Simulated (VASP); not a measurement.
# Ge in VASP: further runs

Runs on Ge. Level: PBE. Tasks: single point.

Everything below comes from runs of VASP 6.6.1. Logs are shortened: lines on timing, memory, paths and dates and some standing lists are left out, and cuts for length are marked.

**1. The cell of the first run**

Symmetry: Fd-3m, No. 227, cubic system. Conventional cell: a = 5.658 Å, b = 5.658 Å, c = 5.658 Å, α = 90.00°, β = 90.00°, γ = 90.00°. Within 3.2 Å of Ge (site symmetry -43m) lie 4 Ge at 2.45 Å.

**2. Single point, PBE**

Contents of INCAR:

```
SYSTEM = Ge
  ALGO = Normal
  EDIFF = 1E-6
  ENCUT = 500
  GGA = PE
  GGA_COMPAT = .FALSE.
  ISIF = 2
  ISMEAR = 0
  LASPH = .TRUE.
  LCHARG = .FALSE.
  LREAL = .FALSE.
  LWAVE = .FALSE.
  NBANDS = 21
  NELM = 120
  PREC = Accurate
  SIGMA = 0.02
```

Contents of KPOINTS:

```
k-points
0
G
  6 6 6
  0 0 0
```

Contents of POSCAR:

```
Ge
1.0
    0.0000000000      2.8289100000      2.8289100000
    2.8289100000      0.0000000000      2.8289100000
    2.8289100000      2.8289100000      0.0000000000
Ge
2
Direct
    0.0000000000      0.0000000000      0.0000000000
    0.2500000000      0.2500000000      0.2500000000
```

Potentials or basis: VASP PAW PBE potentials, release 64 (Ge_d).

Launch:

```bash
$ cat potpaw_PBE.64/Ge_d/POTCAR > POTCAR
$ mpirun -np 1 vasp_std > vasp.out
```

OUTCAR:

```text
SYSTEM = Ge
   EDIFF = 1E-6
   ENCUT = 500
   GGA = PE
   ISIF = 2
   ISMEAR = 0
   LASPH = .TRUE.
   LREAL = .FALSE.
   NELM = 120
   PREC = Accurate

 ion  position               nearest neighbor table
   1  0.000  0.000  0.000-   2 2.45   2 2.45   2 2.45   2 2.45
   2  0.250  0.250  0.250-   1 2.45   1 2.45   1 2.45   1 2.45

  LATTYP: Found a face centered cubic cell.
 ALAT       =     5.6578200000

  Lattice vectors:

 A1 = (   0.0000000000,   2.8289100000,   2.8289100000)
 A2 = (   2.8289100000,   0.0000000000,   2.8289100000)
 A3 = (   2.8289100000,   2.8289100000,   0.0000000000)

Analysis of symmetry for initial positions (statically):
=====================================================================
 Subroutine PRICEL returns:
 Original cell was already a primitive cell.

 Routine SETGRP: Setting up the symmetry group for a
 face centered cubic supercell.

 Subroutine GETGRP returns: Found 48 space group operations
 (whereof 24 operations were pure point group operations)
 out of a pool of 48 trial point group operations.

The static configuration has the point symmetry T_d .
 The point group associated with its full space group is O_h .

Analysis of symmetry for dynamics (positions and initial velocities):
=====================================================================
 Subroutine PRICEL returns:
 Original cell was already a primitive cell.

 Routine SETGRP: Setting up the symmetry group for a
 face centered cubic supercell.

 Subroutine GETGRP returns: Found 48 space group operations
 (whereof 24 operations were pure point group operations)
 out of a pool of 48 trial point group operations.

The dynamic configuration has the point symmetry T_d .
 The point group associated with its full space group is O_h .

 Subroutine INISYM returns: Found 48 space group operations
 (whereof 24 operations are pure point group operations),
 and found     1 'primitive' translations

----------------------------------------------------------------------------------------

                                     Primitive cell

  volume of cell :      45.2780

  direct lattice vectors                    reciprocal lattice vectors
     0.000000000  2.828910000  2.828910000    -0.176746521  0.176746521  0.176746521
     2.828910000  0.000000000  2.828910000     0.176746521 -0.176746521  0.176746521
     2.828910000  2.828910000  0.000000000     0.176746521  0.176746521 -0.176746521

  length of vectors
     4.000682889  4.000682889  4.000682889     0.306133954  0.306133954  0.306133954

  position of ions in fractional coordinates (direct lattice)
     0.000000000  0.000000000  0.000000000
     0.250000000  0.250000000  0.250000000

  ion indices of the primitive-cell ions
   primitive index   ion index
                 1           1
                 2           2

----------------------------------------------------------------------------------------

 KPOINTS: k-points

Automatic generation of k-mesh.
 Grid dimensions read from file:
 generate k-points for:    6    6    6

 Generating k-lattice:

  Cartesian coordinates                     Fractional coordinates (reciprocal lattice)
    -0.029457753  0.029457753  0.029457753     0.166666667  0.000000000  0.000000000
     0.029457753 -0.029457753  0.029457753     0.000000000  0.166666667  0.000000000
     0.029457753  0.029457753 -0.029457753     0.000000000  0.000000000  0.166666667

  Length of vectors
     0.051022326  0.051022326  0.051022326

  Shift w.r.t. Gamma in fractional coordinates (k-lattice)
     0.000000000  0.000000000  0.000000000

 Subroutine IBZKPT returns following result:
 ===========================================

 Found     16 irreducible k-points:

 Following reciprocal coordinates:
            Coordinates               Weight
  0.000000  0.000000  0.000000      1.000000
  0.166667  0.000000  0.000000      8.000000
  0.333333  0.000000  0.000000      8.000000
  0.500000  0.000000  0.000000      4.000000
  0.166667  0.166667  0.000000      6.000000
  0.333333  0.166667  0.000000     24.000000
[... 8 lines left out ...]
 -0.333333  0.333333  0.166667     24.000000
 -0.333333  0.500000  0.166667     12.000000
   k-points           NKPTS =     16   k-points in BZ     NKDIM =     16   number of bands    NBANDS=     21
   number of dos      NEDOS =    301   number of ions     NIONS =      2
   total plane-waves  NPLWV =  27000
   dimension x,y,z NGX =    30 NGY =   30 NGZ =   30
   dimension x,y,z NGXF=    60 NGYF=   60 NGZF=   60
   ions per type =               2
   NGX,Y,Z   is equivalent  to a cutoff of  12.47, 12.47, 12.47 a.u.
   NGXF,Y,Z  is equivalent  to a cutoff of  24.93, 24.93, 24.93 a.u.
 SYSTEM =  Ge
   PREC   = accura    normal or accurate (medium, high low for compatibility)
   ISTART =      0    job   : 0-new  1-cont  2-samecut
   ICHARG =      2    charge: 1-file 2-atom 10-const
   ISPIN  =      1    spin polarized calculation?
   LNONCOLLINEAR =      F non collinear calculations
   LSORBIT =      F    spin-orbit coupling
   LASPH  =      T    aspherical Exc in radial PAW
   ENCUT  =  500.0 eV  36.75 Ry    6.06 a.u.   7.29  7.29  7.29*2*pi/ulx,y,z
   NELM   =    120;   NELMIN=  2; NELMDL= -5     # of ELM steps
   EDIFF  = 0.1E-05   stopping-criterion for ELM
   LREAL  =      F    real-space projection
   EDIFFG = 0.1E-04   stopping-criterion for IOM
   NSW    =      0    number of steps for IOM
   IBRION =     -1    ionic relax: 0-MD 1-quasi-New 2-CG
   NFREE  =      0    steps in history (QN), initial steepest desc. (CG)
   ISIF   =      2    stress and relaxation
   ISYM   =      2    0-nonsym 1-usesym 2-fastsym
   POTIM  = 0.5000    time-step for ionic-motion
   TEBEG  =    0.0;   TEEND  =   0.0 temperature during run
   PSTRESS=    0.0 pullay stress
   NELECT =      28.0000    total number of electrons
   NUPDOWN=      -1.0000    fix difference up-down
   EMIN   =  10.00;   EMAX   =-10.00  energy-range for DOS
   EFERMI =   0.00;   METHOD = LEGACY
   ISMEAR =     0;   SIGMA  =   0.02  broadening in eV -4-tet -1-fermi 0-gaus
   EFERMI_NEDOS =   21; number of points for ismear=-14 and -15
   IALGO  =     38    algorithm
   IMIX   =      4    mixing-type and parameters
     AMIX     =   0.40;   BMIX     =  1.00
     AMIX_MAG =   1.60;   BMIX_MAG =  1.00
  volume/ion in A,a.u.               =      22.64       152.78
  Fermi-wavevector in a.u.,A,eV,Ry     =   1.394756  2.635708 26.468033  1.945346
  Thomas-Fermi vector in A             =   2.518275
   LORBIT       =      0    0 simple, 1 ext, 2 COOP (PROOUT), +10 PAW based schemes
   GGA     = PE    functional components
   LHFCALC =     F    Hartree Fock is set to
   AEXX    =    0.0000 exact exchange contribution
   IVDW    =     0    specifies the selected vdW correction
   LEPSILON=     F    determine dielectric tensor
   LRPA    =     F    only Hartree local field effects (RPA)
 non-spin polarized calculation
 Gauss-broadening in eV      SIGMA  =   0.02
  energy-cutoff  :      500.00
  volume of cell :       45.28
 maximum number of plane-waves:      1167
 NGX is ok and might be reduce to    30
   NGX = 15   NGY = 15   NGZ = 15

 number of electron      28.0000022 magnetization

 Free energy of the ion-electron system (eV)
  ---------------------------------------------------
  ext. energy  EPLUGINS =         0.00000000
  ---------------------------------------------------
  free energy    TOTEN  =        -8.96439705 eV

  energy without entropy =       -8.96431736  energy(sigma->0) =       -8.96435721

 E-fermi :   5.0238     XC(G=0):  -9.9172

 val. band max:        5.0016819759   @ k =   0.0000   0.0000   0.0000
 cond. band min:       5.0370373746   @ k =   0.0000   0.0000   0.0000
 fundamental gap:      0.0353553986
 Fermi energy:         5.0238484413

 k-point     1 :       0.0000    0.0000    0.0000
  band No.  band energies     occupation
      1     -19.8127      2.00000
      2     -19.8127      2.00000
      3     -19.8127      2.00000
      4     -19.7767      2.00000
      5     -19.7767      2.00000
      6     -19.5661      2.00000
[... 13 lines left out ...]
     20      14.4792      0.00000
     21      14.4792      0.00000

 k-point     2 :       0.1667    0.0000    0.0000
  band No.  band energies     occupation
      1     -19.8247      2.00000
      2     -19.8247      2.00000
      3     -19.8085      2.00000
      4     -19.7594      2.00000
      5     -19.7594      2.00000
      6     -19.5831      2.00000
[... 13 lines left out ...]
     20      13.3508      0.00000
     21      13.3508      0.00000

 k-point     3 :       0.3333    0.0000    0.0000
  band No.  band energies     occupation
      1     -19.8348      2.00000
      2     -19.8348      2.00000
      3     -19.7997      2.00000
      4     -19.7403      2.00000
      5     -19.7403      2.00000
      6     -19.5973      2.00000
[... 13 lines left out ...]
     20      13.9748      0.00000
     21      13.9748      0.00000

 k-point     4 :       0.5000    0.0000    0.0000
  band No.  band energies     occupation
      1     -19.8372      2.00000
      2     -19.8372      2.00000
      3     -19.7952      2.00000
      4     -19.7349      2.00000
      5     -19.7349      2.00000
      6     -19.6005      2.00000
[... 13 lines left out ...]
     20      16.0916      0.00000
     21      16.2232      0.00000

 k-point     5 :       0.1667    0.1667    0.0000
  band No.  band energies     occupation
      1     -19.8223      2.00000
      2     -19.8223      2.00000
      3     -19.8218      2.00000
      4     -19.7610      2.00000
      5     -19.7393      2.00000
      6     -19.6169      2.00000
[... 13 lines left out ...]
     20      13.4119      0.00000
     21      14.9515      0.00000
[... 190 lines left out ...]
     20      16.6140      0.00000
     21      17.8431      0.00000

 k-point    14 :       0.5000    0.3333    0.1667
  band No.  band energies     occupation
      1     -19.8521      2.00000
      2     -19.8491      2.00000
      3     -19.7738      2.00000
      4     -19.7199      2.00000
      5     -19.6856      2.00000
      6     -19.6694      2.00000
[... 13 lines left out ...]
     20      14.9511      0.00000
     21      17.4090      0.00000

 k-point    15 :      -0.3333    0.3333    0.1667
  band No.  band energies     occupation
      1     -19.8622      2.00000
      2     -19.8519      2.00000
      3     -19.7518      2.00000
      4     -19.7018      2.00000
      5     -19.6793      2.00000
      6     -19.6712      2.00000
[... 13 lines left out ...]
     20      16.8000      0.00000
     21      16.9246      0.00000

 k-point    16 :      -0.3333    0.5000    0.1667
  band No.  band energies     occupation
      1     -19.8576      2.00000
      2     -19.8576      2.00000
      3     -19.7315      2.00000
      4     -19.7315      2.00000
      5     -19.6657      2.00000
      6     -19.6657      2.00000
[... 13 lines left out ...]
     20      16.0468      0.00000
     21      17.9474      0.00000

------------------------ aborting loop because EDIFF is reached ----------------------------------------

  FORCE on cell =-STRESS in cart. coord.  units (eV):
  Direction    XX          YY          ZZ          XY          YZ          ZX
  --------------------------------------------------------------------------------------
  -------------------------------------------------------------------------------------
  Total        0.9522466      0.9522466      0.9522466      0.0000000      0.0000000     -0.0000000
  in kB       33.6955564     33.6955564     33.6955564      0.0000000      0.0000000     -0.0000000
  external PRESSURE =      33.6955564 kB  Pullay stress =       0.0000000 kB

 VOLUME and BASIS-vectors are now :
 -----------------------------------------------------------------------------
  energy-cutoff  :      500.00
  volume of cell :       45.28
      direct lattice vectors                 reciprocal lattice vectors
     0.000000000  2.828910000  2.828910000    -0.176746521  0.176746521  0.176746521
     2.828910000  0.000000000  2.828910000     0.176746521 -0.176746521  0.176746521
     2.828910000  2.828910000  0.000000000     0.176746521  0.176746521 -0.176746521

 POSITION                                       TOTAL-FORCE (eV/Angst)
 -----------------------------------------------------------------------------------
      0.00000      0.00000      0.00000        -0.000000     -0.000000     -0.000000
      1.41446      1.41446      1.41446         0.000000      0.000000      0.000000
 -----------------------------------------------------------------------------------
    total drift:                                0.000000      0.000000      0.000000

  FREE ENERGIE OF THE ION-ELECTRON SYSTEM (eV)
  ---------------------------------------------------
  free  energy   TOTEN  =        -8.9643970533 eV

  energy  without entropy=       -8.9643173572  energy(sigma->0) =       -8.96435721
```

Run time: 24 s. Hardware: 1 thread of Intel Xeon 8259CL, shared host; peak memory 0.16 GiB.

What came out:

* Free energy: -8.9644 eV
* Pressure: 3.4 GPa
* Band gap on the k mesh: 0.04 eV

Caveat: the cell stands under pressure.

**3. Single point, PBE**

This run uses another cell than the first one, of 21.96 Å³/atom.

Contents of INCAR:

```
PREC = Accurate ; ENCUT = 500
EDIFF = 1E-6 ; ISMEAR = 0
SIGMA = 0.02 ; LREAL = False
LASPH = True ; NELM = 120
ALGO = Normal ; ISIF = 2
LWAVE = False ; LCHARG = False
GGA = PE ; NBANDS = 21
GGA_COMPAT = False
```

Contents of KPOINTS:

```
regular mesh
0
Gamma
  6 6 6
```

Contents of POSCAR:

```
Ge
1.0
    0.0000000000      2.8289100000      2.7440427000
    2.8289100000      0.0000000000      2.7440427000
    2.8289100000      2.8289100000      0.0000000000
Ge
2
Direct
    0.0000000000      0.0000000000      0.0000000000
    0.2500000000      0.2500000000      0.2500000000
```

Potentials or basis: VASP PAW PBE potentials, release 64 (Ge_d).

Launch:

```bash
$ cat potpaw_PBE.64/Ge_d/POTCAR > POTCAR
$ mpirun -np 1 vasp_std > vasp.out
```

Run time: 36 s. Hardware: 1 thread of Intel Xeon 8259CL, shared host; peak memory 0.17 GiB.

Results (log left out):

```yaml
Free_energy: -8.9185 eV
Pressure: 5.8 GPa
Band_gap_on_the_k_mesh: 0.11 eV (least direct gap 0.15 eV)
```

Stress tensor (GPa, compression positive):
```
5.10 0.00 0.00
0.00 5.10 0.00
0.00 0.00 7.26
```

Levels at points of the mesh, in eV from the valence-band top:
```tsv
k point	band 11	band 12	band 13	band 14	band 15	band 16	band 17	band 18
(0.00, 0.00, 0.00)	-13.16	-0.23	-0.23	0.00	0.15	2.31	2.46	2.46
(0.50, 0.00, 0.00)	-11.00	-7.90	-1.75	-1.47	0.11	3.51	3.72	7.00
(0.50, 0.50, 0.00)	-9.06	-9.06	-3.48	-3.48	0.39	0.39	9.63	9.63
(0.50, 0.00, 0.50)	-9.21	-9.21	-3.26	-3.26	0.64	0.64	9.55	9.55
```

Caveat: the cell stands under pressure.
